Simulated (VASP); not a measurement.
# Cs2IrPt2 (P4_2/nmc) in VASP: single point with PBE

Aim: the single point of Cs2IrPt2 with PBE.

Everything below comes from runs of VASP 6.6.1. Logs are shortened: lines on timing, memory, paths and dates and some standing lists are left out, and cuts for length are marked.

## 1. The cell of the first run

Symmetry: P4_2/nmc, No. 137, tetragonal system. The conventional cell has a = 3.387 Å, b = 3.387 Å, c = 26.786 Å, α = 90.00°, β = 90.00°, γ = 90.00°. Within 4.2 Å of Cs (site symmetry 2mm) lie 2 Pt at 3.22 Å and 4 Cs at 3.39 Å. Ir (site symmetry -4m2) has 8 Pt at 2.74 Å and 4 Ir at 3.39 Å within 3.6 Å. Within 3.5 Å of Pt (site symmetry 2mm) lie 5 Pt at 2.65 to 3.39 Å and 4 Ir at 2.74 Å and 2 Cs at 3.22 Å.

## 2. Single point, PBE, collinear spin

INCAR

```
SYSTEM = Cs2IrPt2
PREC     = Accurate       ! precision mode
ENCUT    = 500            ! plane-wave cutoff, eV
EDIFF    = 1E-6           ! SCF threshold, eV
ISMEAR   = 0              ! smearing method
SIGMA    = 0.1            ! smearing width, eV
LREAL    = .FALSE.        ! projectors in reciprocal space
LASPH    = .TRUE.         ! aspherical terms in the spheres
NELM     = 200            ! most SCF steps
ALGO     = Normal         ! electronic algorithm
ISIF     = 2              ! what is computed and relaxed
LWAVE    = .FALSE.        ! write WAVECAR
LCHARG   = .TRUE.         ! write CHGCAR
ISPIN    = 2              ! spin polarisation
MAGMOM   = 0 0 0 0 1 1 0 0 0 0 ! initial moments
LORBIT   = 11             ! projections on sites
LMAXMIX  = 4              ! l up to which the mixer works
GGA      = PE             ! functional
LELF     = .TRUE.         ! ELF
LVHAR    = .TRUE.       
NBANDS   = 62             ! bands
GGA_COMPAT= .FALSE.
```

KPOINTS

```
regular mesh
0
G
  6 6 1
  0 0 0
```

POSCAR

```
Cs2IrPt2
1.0
    3.3873612117      0.0000000000      0.0000000000
    0.0000000000      3.3873612117      0.0000000000
    0.0000000000      0.0000000000     26.7859717235
Cs Ir Pt
4 2 4
Direct
    0.0000000000      0.5000000000      0.3484929752
    0.5000000000      0.0000000000      0.6515070248
    0.5000000000      0.0000000000      0.1515070248
    0.0000000000      0.5000000000      0.8484929752
    0.0000000000      0.0000000000      0.0000000000
    0.5000000000      0.5000000000      0.5000000000
    0.0000000000      0.0000000000      0.4505782524
    0.5000000000      0.5000000000      0.9505782524
    0.0000000000      0.0000000000      0.5494217476
    0.5000000000      0.5000000000      0.0494217476
```

Potentials or basis: VASP PAW PBE potentials, release 64 (Cs_sv, Ir, Pt).

Started as:

```console
$ cat potpaw_PBE.64/Cs_sv/POTCAR potpaw_PBE.64/Ir/POTCAR potpaw_PBE.64/Pt/POTCAR > POTCAR
$ mpirun -np 1 vasp_std > vasp.out
```

OUTCAR:

```text
SYSTEM = Cs2IrPt2
   PREC = Accurate
   ENCUT = 500
   EDIFF = 1E-6
   ISMEAR = 0
   LREAL = .FALSE.
   LASPH = .TRUE.
   NELM = 200
   ISIF = 2
   ISPIN = 2
   LORBIT = 11
   GGA = PE

 ion  position               nearest neighbor table
   1  0.000  0.500  0.348-   7 3.22   7 3.22
   2  0.500  0.000  0.652-   9 3.22   9 3.22
   3  0.500  0.000  0.152-  10 3.22  10 3.22
   4  0.000  0.500  0.848-   8 3.22   8 3.22
   5  0.000  0.000  0.000-   8 2.74  10 2.74   8 2.74  10 2.74   8 2.74  10 2.74   8 2.74  10 2.74

   6  0.500  0.500  0.500-   7 2.74   9 2.74   7 2.74   9 2.74   7 2.74   9 2.74   7 2.74   9 2.74

   7  0.000  0.000  0.451-   9 2.65   6 2.74   6 2.74   6 2.74   6 2.74   1 3.22   1 3.22
   8  0.500  0.500  0.951-  10 2.65   5 2.74   5 2.74   5 2.74   5 2.74   4 3.22   4 3.22
   9  0.000  0.000  0.549-   7 2.65   6 2.74   6 2.74   6 2.74   6 2.74   2 3.22   2 3.22
  10  0.500  0.500  0.049-   8 2.65   5 2.74   5 2.74   5 2.74   5 2.74   3 3.22   3 3.22

  LATTYP: Found a simple tetragonal cell.
 ALAT       =     3.3873612117
 C/A-ratio  =     7.9076219067

  Lattice vectors:

 A1 = (   3.3873612117,   0.0000000000,   0.0000000000)
 A2 = (   0.0000000000,   3.3873612117,   0.0000000000)
 A3 = (   0.0000000000,   0.0000000000,  26.7859717235)

Analysis of symmetry for initial positions (statically):
=====================================================================
 Subroutine PRICEL returns:
 Original cell was already a primitive cell.

 Routine SETGRP: Setting up the symmetry group for a
 simple tetragonal supercell.

 Subroutine GETGRP returns: Found 16 space group operations
 (whereof  8 operations were pure point group operations)
 out of a pool of 16 trial point group operations.

The static configuration has the point symmetry D_2d.
 The point group associated with its full space group is D_4h.

Analysis of symmetry for dynamics (positions and initial velocities):
=====================================================================
 Subroutine PRICEL returns:
 Original cell was already a primitive cell.

 Routine SETGRP: Setting up the symmetry group for a
 simple tetragonal supercell.

 Subroutine GETGRP returns: Found 16 space group operations
 (whereof  8 operations were pure point group operations)
 out of a pool of 16 trial point group operations.

The dynamic configuration has the point symmetry D_2d.
 The point group associated with its full space group is D_4h.

Analysis of structural, dynamic, and magnetic symmetry:
=====================================================================
 Subroutine PRICEL returns:
 Original cell was already a primitive cell.

 Routine SETGRP: Setting up the symmetry group for a
 simple tetragonal supercell.

[... 162 lines left out ...]
 spin component 1

 k-point     1 :       0.0000    0.0000    0.0000
  band No.  band energies     occupation
      1     -19.2519      1.00000
      2     -19.2517      1.00000
      3     -19.2500      1.00000
      4     -19.2498      1.00000
      5      -6.1920      1.00000
      6      -6.1427      1.00000
[... 609 lines left out ...]
     58       6.3777      0.00000
     59       7.1888      0.00000
 Fermi energy:         4.7315448956

 spin component 2

 k-point     1 :       0.0000    0.0000    0.0000
  band No.  band energies     occupation
      1     -19.2340      1.00000
      2     -19.2338      1.00000
      3     -19.2322      1.00000
      4     -19.2320      1.00000
      5      -6.1656      1.00000
      6      -6.1157      1.00000
[... 609 lines left out ...]
     58       6.4346      0.00000
     59       7.2680      0.00000
 [bands above 59 left out]

------------------------ aborting loop because EDIFF is reached ----------------------------------------

  FORCE on cell =-STRESS in cart. coord.  units (eV):
  Direction    XX          YY          ZZ          XY          YZ          ZX
  --------------------------------------------------------------------------------------
  -------------------------------------------------------------------------------------
  Total        0.2289537      0.2289537      0.4371919      0.0000000      0.0000000     -0.0000000
  in kB        1.1935148      1.1935148      2.2790416      0.0000000      0.0000000     -0.0000000
  external PRESSURE =       1.5553571 kB  Pullay stress =       0.0000000 kB

 VOLUME and BASIS-vectors are now :
 -----------------------------------------------------------------------------
  energy-cutoff  :      500.00
  volume of cell :      307.35
      direct lattice vectors                 reciprocal lattice vectors
     3.387361212  0.000000000  0.000000000     0.295215047  0.000000000  0.000000000
     0.000000000  3.387361212  0.000000000     0.000000000  0.295215047  0.000000000
     0.000000000  0.000000000 26.785971724     0.000000000  0.000000000  0.037332975

 POSITION                                       TOTAL-FORCE (eV/Angst)
 -----------------------------------------------------------------------------------
      0.00000      1.69368      9.33472         0.000000      0.000000     -0.059480
      1.69368      0.00000     17.45125         0.000000     -0.000000      0.059480
      1.69368      0.00000      4.05826        -0.000000     -0.000000      0.059480
      0.00000      1.69368     22.72771         0.000000      0.000000     -0.059480
      0.00000      0.00000      0.00000         0.000000     -0.000000     -0.000000
      1.69368      1.69368     13.39299        -0.000000      0.000000     -0.000000
      0.00000      0.00000     12.06918         0.000000     -0.000000      0.066388
      1.69368      1.69368     25.46216        -0.000000     -0.000000      0.066388
      0.00000      0.00000     14.71680         0.000000      0.000000     -0.066388
      1.69368      1.69368      1.32381        -0.000000      0.000000     -0.066388
 -----------------------------------------------------------------------------------
    total drift:                                0.000000     -0.000000      0.000000

  FREE ENERGIE OF THE ION-ELECTRON SYSTEM (eV)
  ---------------------------------------------------
  free  energy   TOTEN  =       -39.5190645868 eV

  energy  without entropy=      -39.4687040998  energy(sigma->0) =      -39.49388434

 total charge

# of ion       s       p       d       tot
------------------------------------------
    1        1.844   4.640   0.140   6.624
    2        1.844   4.640   0.140   6.624
    3        1.844   4.640   0.140   6.624
    4        1.844   4.640   0.140   6.624
    5        0.580   0.488   6.873   7.941
    6        0.580   0.488   6.873   7.941
    7        0.672   0.387   8.096   9.155
    8        0.672   0.387   8.096   9.155
    9        0.672   0.387   8.096   9.155
   10        0.672   0.387   8.096   9.155
--------------------------------------------------
tot         11.226  21.082  46.689  78.997

 magnetization (x)

# of ion       s       p       d       tot
------------------------------------------
    1        0.001   0.004   0.013   0.018
    2        0.001   0.004   0.013   0.018
    3        0.001   0.004   0.013   0.018
    4        0.001   0.004   0.013   0.018
    5        0.001   0.001   0.036   0.038
    6        0.001   0.001   0.036   0.038
    7        0.001   0.001   0.009   0.012
    8        0.001   0.001   0.009   0.012
    9        0.001   0.001   0.009   0.012
   10        0.001   0.001   0.009   0.012
--------------------------------------------------
tot          0.010   0.024   0.162   0.195
```

OSZICAR:

```text
N       E                     dE             d eps       ncg     rms          rms(c)
DAV:   1     0.690343904599E+03    0.69034E+03   -0.39619E+04  2480   0.130E+03
DAV:   2     0.349433884977E+02   -0.65540E+03   -0.60867E+03  2694   0.282E+02
DAV:   3    -0.396744277200E+02   -0.74618E+02   -0.69987E+02  3264   0.972E+01
[... 15 lines left out ...]
DAV:  19    -0.395169506055E+02   -0.94512E-03   -0.35682E-04  2694   0.419E-02    0.998E-02
DAV:  20    -0.395183735355E+02   -0.14229E-02   -0.11992E-03  2706   0.823E-02    0.543E-02
DAV:  21    -0.395188729533E+02   -0.49942E-03   -0.61417E-04  3016   0.558E-02    0.287E-02
DAV:  22    -0.395190283541E+02   -0.15540E-03   -0.23475E-04  2890   0.368E-02    0.159E-02
DAV:  23    -0.395190645016E+02   -0.36147E-04   -0.90155E-05  3034   0.241E-02    0.813E-03
DAV:  24    -0.395190645868E+02   -0.85241E-07   -0.53007E-06  2574   0.682E-03
   1 F= -.39519065E+02 E0= -.39493884E+02  d E =-.503605E-01  mag=     0.6283
```

It took 18 min on 1 thread of Intel Xeon 8259CL, shared host; peak memory 0.66 GiB.

What came out:

| Property | Result |
| --- | --- |
| Free energy | -39.5191 eV |
| Pressure | 0.2 GPa |
| Largest force | 0.066 eV/Å |
| Net moment | 0.63 μB per cell |
| Site moments | Cs +0.02; Ir +0.04; Pt +0.01 μB |
| Valence electrons inside the program's atomic spheres | Cs 6.62; Ir 7.94; Pt 9.15 |

Forces in eV/Å, atoms in the order of the input:
```
Cs   0.000  0.000 -0.059
Cs   0.000  0.000  0.059
Cs   0.000  0.000  0.059
Cs   0.000  0.000 -0.059
Ir   0.000  0.000  0.000
Ir   0.000  0.000  0.000
Pt   0.000  0.000  0.066
Pt   0.000  0.000  0.066
Pt   0.000  0.000 -0.066
Pt   0.000  0.000 -0.066
```

Stress tensor (GPa, compression positive):
```
0.12 0.00 0.00
0.00 0.12 0.00
0.00 0.00 0.23
```

Levels at points of the mesh, in eV from the Fermi level:
Spin up:
```tsv
k point	band 44	band 45	band 46	band 47	band 48	band 49	band 50	band 51	band 52	band 53
(0.00, 0.00, 0.00)	-0.68	-0.68	-0.68	-0.68	-0.65	-0.60	-0.02	0.39	0.75	0.75
(0.50, 0.00, 0.00)	-0.54	0.03	0.03	0.21	0.21	0.58	0.58	0.72	0.72	1.03
(0.50, 0.50, 0.00)	-0.90	-0.60	-0.60	-0.55	-0.55	-0.47	-0.47	1.30	1.30	1.50
```
Spin down:
```csv
k point,band 43,band 44,band 45,band 46,band 47,band 48,band 49,band 50
"(0.00, 0.00, 0.00)",-0.67,-0.67,-0.67,-0.67,-0.62,-0.58,-0.43,0.23
"(0.50, 0.00, 0.00)",-0.54,-0.54,0.09,0.09,0.22,0.22,0.68,0.68
"(0.50, 0.50, 0.00)",-0.90,-0.90,-0.47,-0.47,-0.44,-0.44,-0.43,-0.43
```

Caveat: a moment this small can come from the mesh or the smearing; spin-orbit coupling is left out, which moves the levels of the heavy elements.
